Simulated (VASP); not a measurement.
Write the native input for VASP 6.6.1 that does the following.

```yaml
Task: single point
Functional: LDA
Potentials_or_basis: VASP PAW LDA potentials, release 64 (Ca_sv, O)
Cutoff: 520 eV
k_mesh: 8 × 8 × 8
Occupations: gaussian, width 0.05 eV
Spin: no spin polarisation
Dipole_correction: no
Further_INCAR_settings: ALGO = Normal; EDIFF = 1e-06; NBANDS = 15
```

The structure of CaO lies in POSCAR:

```
CaO
1.0
    0.0000000000      2.5224700000      2.4490000000
    2.5224700000      0.0000000000      2.4490000000
    2.5224700000      2.5224700000      0.0000000000
Ca O
1 1
Direct
    0.0000000000      0.0000000000      0.0000000000
    0.5000000000      0.5000000000      0.5000000000
```

This cell differs from its parent crystal: strain +0.030 along x and y, +0.000 along z.

One way to write it, as run:

INCAR

```
SYSTEM = CaO
PREC = Accurate
ENCUT = 520
EDIFF = 1E-6
ISMEAR = 0
SIGMA = 0.05
LREAL = .FALSE.
LASPH = .TRUE.
NELM = 80
ALGO = Normal
ISIF = 2
LWAVE = .FALSE.
LCHARG = .TRUE.
GGA = CA
LELF = .TRUE.
LVHAR = .TRUE.
NBANDS = 15
```

KPOINTS

```
regular mesh
0
G
  8 8 8
  0 0 0
```

Potentials or basis: VASP PAW LDA potentials, release 64 (Ca_sv, O).

Launch:

```console
$ cat potpaw_LDA.64/Ca_sv/POTCAR potpaw_LDA.64/O/POTCAR > POTCAR
$ mpirun -np 1 vasp_std > vasp.out
```

Results of the run:

- Pressure: -14.9 GPa
- Band gap on the k mesh: 3.40 eV, indirect (least direct gap 3.65 eV)

Caveat: the cell differs from its parent crystal (strain +0.030 along x and y, +0.000 along z).

Wall time 18 s on 1 thread of Intel(R) Xeon(R) Platinum 8488C (Sapphire Rapids), on a shared host, peak memory 0.15 GiB.
